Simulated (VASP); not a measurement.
# MgO (Fm-3m) in VASP: single point with PBE

Aim: the single point of MgO with PBE.

All numbers are computed with VASP 6.6.1; they aren't measurements. Logs are shortened: lines on timing, memory, paths and dates and some standing lists are left out, and cuts for length are marked.

### 1 The cell of the first run

The structure is cubic, space group Fm-3m (No. 225). The conventional cell has a = 4.186 Å, b = 4.186 Å, c = 4.186 Å, α = 90.00°, β = 90.00°, γ = 90.00°. Within 2.8 Å of Mg (site symmetry m-3m) lie 6 O at 2.09 Å. Within 2.8 Å of O (site symmetry m-3m) lie 6 Mg at 2.09 Å.

### 2 Single point, PBE

INCAR

```
SYSTEM = MgO
PREC     = Accurate       ! precision mode
ENCUT    = 840            ! plane-wave cutoff, eV
EDIFF    = 1E-6           ! SCF threshold, eV
ISMEAR   = 0              ! smearing method
SIGMA    = 0.01           ! smearing width, eV
LREAL    = .FALSE.        ! projectors in reciprocal space
LASPH    = .TRUE.         ! aspherical terms in the spheres
NELM     = 120            ! most SCF steps
ALGO     = Normal         ! electronic algorithm
ISIF     = 2              ! what is computed and relaxed
LWAVE    = .FALSE.        ! write WAVECAR
LCHARG   = .FALSE.        ! write CHGCAR
GGA      = PE             ! functional
NBANDS   = 15             ! bands
GGA_COMPAT= .FALSE.
```

KPOINTS

```
regular mesh
0
G
  10 10 10
  0 0 0
```

POSCAR

```
MgO
1.0
    0.0000000000      2.0927575063      2.0927575063
    2.0927575063      0.0000000000      2.0927575063
    2.0927575063      2.0927575063      0.0000000000
Mg O
1 1
Direct
    0.0000000000      0.0000000000      0.0000000000
    0.5000000000      0.5000000000      0.5000000000
```

Potentials or basis: VASP PAW PBE potentials, release 64 (Mg_sv, O).

Started as:

```bash
> cat potpaw_PBE.64/Mg_sv/POTCAR potpaw_PBE.64/O/POTCAR > POTCAR
> mpirun -np 1 vasp_std > vasp.out
```

OUTCAR:

```text
SYSTEM = MgO
   PREC = Accurate
   ENCUT = 840
   EDIFF = 1E-6
   ISMEAR = 0
   LREAL = .FALSE.
   LASPH = .TRUE.
   NELM = 120
   ISIF = 2
   GGA = PE

 ion  position               nearest neighbor table
   1  0.000  0.000  0.000-   2 2.09   2 2.09   2 2.09   2 2.09   2 2.09   2 2.09
   2  0.500  0.500  0.500-   1 2.09   1 2.09   1 2.09   1 2.09   1 2.09   1 2.09

  LATTYP: Found a face centered cubic cell.
 ALAT       =     4.1855150126

  Lattice vectors:

 A1 = (   0.0000000000,   2.0927575063,   2.0927575063)
 A2 = (   2.0927575063,   0.0000000000,   2.0927575063)
 A3 = (   2.0927575063,   2.0927575063,   0.0000000000)

Analysis of symmetry for initial positions (statically):
=====================================================================
 Subroutine PRICEL returns:
 Original cell was already a primitive cell.

 Routine SETGRP: Setting up the symmetry group for a
 face centered cubic supercell.

 Subroutine GETGRP returns: Found 48 space group operations
 (whereof 48 operations were pure point group operations)
 out of a pool of 48 trial point group operations.

The static configuration has the point symmetry O_h .

Analysis of symmetry for dynamics (positions and initial velocities):
=====================================================================
 Subroutine PRICEL returns:
 Original cell was already a primitive cell.

 Routine SETGRP: Setting up the symmetry group for a
 face centered cubic supercell.

 Subroutine GETGRP returns: Found 48 space group operations
 (whereof 48 operations were pure point group operations)
 out of a pool of 48 trial point group operations.

The dynamic configuration has the point symmetry O_h .

 Subroutine INISYM returns: Found 48 space group operations
 (whereof 48 operations are pure point group operations),
 and found     1 'primitive' translations

----------------------------------------------------------------------------------------

                                     Primitive cell

  volume of cell :      18.3310

  direct lattice vectors                    reciprocal lattice vectors
     0.000000000  2.092757506  2.092757506    -0.238919224  0.238919224  0.238919224
     2.092757506  0.000000000  2.092757506     0.238919224 -0.238919224  0.238919224
     2.092757506  2.092757506  0.000000000     0.238919224  0.238919224 -0.238919224

  length of vectors
     2.959606048  2.959606048  2.959606048     0.413820235  0.413820235  0.413820235

  position of ions in fractional coordinates (direct lattice)
     0.000000000  0.000000000  0.000000000
     0.500000000  0.500000000  0.500000000

  ion indices of the primitive-cell ions
   primitive index   ion index
                 1           1
                 2           2

----------------------------------------------------------------------------------------

 KPOINTS: regular mesh

Automatic generation of k-mesh.
 Grid dimensions read from file:
 generate k-points for:   10   10   10

 Generating k-lattice:

  Cartesian coordinates                     Fractional coordinates (reciprocal lattice)
    -0.023891922  0.023891922  0.023891922     0.100000000  0.000000000  0.000000000
     0.023891922 -0.023891922  0.023891922     0.000000000  0.100000000  0.000000000
     0.023891922  0.023891922 -0.023891922     0.000000000  0.000000000  0.100000000

  Length of vectors
     0.041382024  0.041382024  0.041382024

  Shift w.r.t. Gamma in fractional coordinates (k-lattice)
     0.000000000  0.000000000  0.000000000

 Subroutine IBZKPT returns following result:
 ===========================================

 Found     47 irreducible k-points:

 Following reciprocal coordinates:
            Coordinates               Weight
  0.000000  0.000000  0.000000      1.000000
  0.100000  0.000000  0.000000      8.000000
  0.200000  0.000000  0.000000      8.000000
  0.300000  0.000000  0.000000      8.000000
  0.400000  0.000000  0.000000      8.000000
  0.500000  0.000000  0.000000      4.000000
[... 16 lines left out ...]
  0.300000  0.300000  0.000000      6.000000
  0.400000  0.300000  0.000000     24.000000
 [... further k-points ...]
   k-points           NKPTS =     47   k-points in BZ     NKDIM =     47   number of bands    NBANDS=     15
   number of dos      NEDOS =    301   number of ions     NIONS =      2
   total plane-waves  NPLWV =  21952
   dimension x,y,z NGX =    28 NGY =   28 NGZ =   28
   dimension x,y,z NGXF=    56 NGYF=   56 NGZF=   56
   ions per type =               1   1
   NGX,Y,Z   is equivalent  to a cutoff of  15.73, 15.73, 15.73 a.u.
   NGXF,Y,Z  is equivalent  to a cutoff of  31.46, 31.46, 31.46 a.u.
 SYSTEM =  MgO
   PREC   = accura    normal or accurate (medium, high low for compatibility)
   ISTART =      0    job   : 0-new  1-cont  2-samecut
   ICHARG =      2    charge: 1-file 2-atom 10-const
   ISPIN  =      1    spin polarized calculation?
   LNONCOLLINEAR =      F non collinear calculations
   LSORBIT =      F    spin-orbit coupling
   LASPH  =      T    aspherical Exc in radial PAW
   ENCUT  =  840.0 eV  61.74 Ry    7.86 a.u.   6.99  6.99  6.99*2*pi/ulx,y,z
   NELM   =    120;   NELMIN=  2; NELMDL= -5     # of ELM steps
   EDIFF  = 0.1E-05   stopping-criterion for ELM
   LREAL  =      F    real-space projection
   EDIFFG = 0.1E-04   stopping-criterion for IOM
   NSW    =      0    number of steps for IOM
   IBRION =     -1    ionic relax: 0-MD 1-quasi-New 2-CG
   NFREE  =      0    steps in history (QN), initial steepest desc. (CG)
   ISIF   =      2    stress and relaxation
   ISYM   =      2    0-nonsym 1-usesym 2-fastsym
   POTIM  = 0.5000    time-step for ionic-motion
   TEBEG  =    0.0;   TEEND  =   0.0 temperature during run
   PSTRESS=    0.0 pullay stress
   NELECT =      16.0000    total number of electrons
   NUPDOWN=      -1.0000    fix difference up-down
   EMIN   =  10.00;   EMAX   =-10.00  energy-range for DOS
   EFERMI =   0.00;   METHOD = LEGACY
   ISMEAR =     0;   SIGMA  =   0.01  broadening in eV -4-tet -1-fermi 0-gaus
   EFERMI_NEDOS =   21; number of points for ismear=-14 and -15
   IALGO  =     38    algorithm
   IMIX   =      4    mixing-type and parameters
     AMIX     =   0.40;   BMIX     =  1.00
     AMIX_MAG =   1.60;   BMIX_MAG =  1.00
  volume/ion in A,a.u.               =       9.17        61.85
  Fermi-wavevector in a.u.,A,eV,Ry     =   1.564537  2.956547 33.304027  2.447777
  Thomas-Fermi vector in A             =   2.667146
   LORBIT       =      0    0 simple, 1 ext, 2 COOP (PROOUT), +10 PAW based schemes
   GGA     = PE    functional components
   LHFCALC =     F    Hartree Fock is set to
   AEXX    =    0.0000 exact exchange contribution
   IVDW    =     0    specifies the selected vdW correction
   LEPSILON=     F    determine dielectric tensor
   LRPA    =     F    only Hartree local field effects (RPA)
 non-spin polarized calculation
 Gauss-broadening in eV      SIGMA  =   0.01
  energy-cutoff  :      840.00
  volume of cell :       18.33
 maximum number of plane-waves:      1031
   NGX = 13   NGY = 13   NGZ = 13

 number of electron      15.9999993 magnetization

 Free energy of the ion-electron system (eV)
  ---------------------------------------------------
  ext. energy  EPLUGINS =         0.00000000
  ---------------------------------------------------
  free energy    TOTEN  =       -11.85952967 eV

  energy without entropy =      -11.85952967  energy(sigma->0) =      -11.85952967

 E-fermi :   3.2254     XC(G=0): -11.4870

 val. band max:        3.0531420801   @ k =   0.0000   0.0000   0.0000
 cond. band min:       7.9791719448   @ k =   0.0000   0.0000   0.0000
 fundamental gap:      4.9260298647
 Fermi energy:         3.2254412962

 k-point     1 :       0.0000    0.0000    0.0000
  band No.  band energies     occupation
      1     -69.1497      2.00000
      2     -35.8722      2.00000
      3     -35.8722      2.00000
      4     -35.8722      2.00000
      5     -14.2928      2.00000
      6       3.0531      2.00000
      7       3.0531      2.00000
      8       3.0531      2.00000
      9       7.9792      0.00000
     10      18.9668      0.00000
     11      18.9668      0.00000
     12      18.9668      0.00000
     13      22.9305      0.00000
     14      24.7330      0.00000
     15      24.7330      0.00000

 k-point     2 :       0.1000    0.0000    0.0000
  band No.  band energies     occupation
      1     -69.1491      2.00000
      2     -35.8815      2.00000
      3     -35.8732      2.00000
      4     -35.8732      2.00000
      5     -14.1804      2.00000
      6       2.3992      2.00000
      7       2.9831      2.00000
      8       2.9831      2.00000
      9       8.6046      0.00000
     10      17.7119      0.00000
     11      19.2143      0.00000
     12      19.2143      0.00000
     13      24.0415      0.00000
     14      24.0415      0.00000
     15      24.6269      0.00000

 k-point     3 :       0.2000    0.0000    0.0000
  band No.  band energies     occupation
      1     -69.1467      2.00000
      2     -35.9051      2.00000
      3     -35.8756      2.00000
      4     -35.8756      2.00000
      5     -13.8716      2.00000
      6       1.0617      2.00000
      7       2.8058      2.00000
      8       2.8058      2.00000
      9       9.7977      0.00000
     10      16.2054      0.00000
     11      19.7252      0.00000
     12      19.7252      0.00000
     13      23.3584      0.00000
     14      23.3584      0.00000
     15      25.6713      0.00000
[... 343 lines left out ...]
 k-point    23 :       0.3000    0.3000    0.0000
  band No.  band energies     occupation
      1     -69.1420      2.00000
      2     -35.9268      2.00000
      3     -35.8927      2.00000
      4     -35.8927      2.00000
      5     -13.2609      2.00000
      6      -0.1382      2.00000
      7       2.1021      2.00000
      8       2.1021      2.00000
      9      12.1212      0.00000
     10      13.5312      0.00000
     11      17.7198      0.00000
     12      21.2364      0.00000
     13      21.2364      0.00000
     14      27.4197      0.00000
     15      30.8510      0.00000

 k-point    24 :       0.4000    0.3000    0.0000
  band No.  band energies     occupation
      1     -69.1401      2.00000
      2     -35.9383      2.00000
      3     -35.8987      2.00000
      4     -35.8961      2.00000
      5     -13.0078      2.00000
      6      -0.5678      2.00000
      7       1.7298      2.00000
      8       1.9522      2.00000
      9      12.8159      0.00000
     10      13.3152      0.00000
     11      16.8807      0.00000
     12      21.5005      0.00000
     13      21.7094      0.00000
     14      28.1817      0.00000
     15      30.4354      0.00000

 [... further k-points ...]

------------------------ aborting loop because EDIFF is reached ----------------------------------------

  FORCE on cell =-STRESS in cart. coord.  units (eV):
  Direction    XX          YY          ZZ          XY          YZ          ZX
  --------------------------------------------------------------------------------------
  -------------------------------------------------------------------------------------
  Total        0.9294709      0.9294709      0.9294709      0.0000000      0.0000000     -0.0000000
  in kB       81.2380841     81.2380841     81.2380841      0.0000000      0.0000000     -0.0000000
  external PRESSURE =      81.2380841 kB  Pullay stress =       0.0000000 kB

 VOLUME and BASIS-vectors are now :
 -----------------------------------------------------------------------------
  energy-cutoff  :      840.00
  volume of cell :       18.33
      direct lattice vectors                 reciprocal lattice vectors
     0.000000000  2.092757506  2.092757506    -0.238919224  0.238919224  0.238919224
     2.092757506  0.000000000  2.092757506     0.238919224 -0.238919224  0.238919224
     2.092757506  2.092757506  0.000000000     0.238919224  0.238919224 -0.238919224

 POSITION                                       TOTAL-FORCE (eV/Angst)
 -----------------------------------------------------------------------------------
      0.00000      0.00000      0.00000        -0.000000     -0.000000     -0.000000
      2.09276      2.09276      2.09276         0.000000      0.000000      0.000000
 -----------------------------------------------------------------------------------
    total drift:                                0.000000      0.000000      0.000000

  FREE ENERGIE OF THE ION-ELECTRON SYSTEM (eV)
  ---------------------------------------------------
  free  energy   TOTEN  =       -11.8595296659 eV

  energy  without entropy=      -11.8595296659  energy(sigma->0) =      -11.85952967
```

It took 16 s on 1 thread of Intel Xeon Platinum 8488C (Sapphire Rapids), shared host; peak memory 0.16 GiB.

What came out:

| Property | Result |
| --- | --- |
| Free energy | -11.8595 eV |
| Pressure | 8.1 GPa |
| Band gap on the k mesh | 4.93 eV |

Levels at points of the mesh, in eV from the valence-band top:
```tsv
k point	band 4	band 5	band 6	band 7	band 8	band 9	band 10	band 11	band 12	band 13
(0.00, 0.00, 0.00)	-38.93	-17.35	0.00	0.00	0.00	4.93	15.91	15.91	15.91	19.88
(0.50, 0.00, 0.00)	-38.93	-15.98	-4.69	-0.68	-0.68	8.03	12.83	16.53	16.53	21.24
(0.50, 0.50, 0.00)	-38.96	-15.76	-4.13	-1.37	-1.37	9.15	10.21	13.31	19.28	19.28
```

Caveat: the cell stands under pressure.
